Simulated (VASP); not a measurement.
Runs of VASP 6.6.1 on Li. The structure is that of space group Fd-3m (No. 227), or close to it. The cells are those of the table. This isn't the form of Li at room conditions, which is bcc.

```tsv
task	cell	k mesh	cutoff (eV)	gap on the mesh (eV)	pressure (GPa)	relaxed volume (Å³/atom)
relaxation of cell and atoms	relaxed from a = 4.168 Å, angles 60.0°, 2 atoms	16 × 16 × 16	600	none	-0.1	(a)
single point	a = 4.037 Å, angles 60.0°, 2 atoms	6 × 6 × 6	520	none	-	-
single point	a = 4.168 Å, angles 60.0°, 2 atoms	16 × 16 × 16	520	none	-	-
relaxation of cell and atoms	relaxed from a = 4.037 Å, angles 60.0°, 2 atoms	16 × 16 × 16	600	none	0.0	25.34
```

Alike in all rows: level PBE; potentials or basis VASP PAW PBE potentials, release 64 (Li_sv); no spin polarisation; smearing gaussian 0.1 eV.

Problem. Fill in the values left out.

Solution. (a) 25.36.

Caveats: the cutoff is under 1.25 times the usual one of these potentials, so pressure, stress and relaxed cells hold a basis-set (Pulay) error.

A gap of «none» marks levels without a gap at the run's occupations.
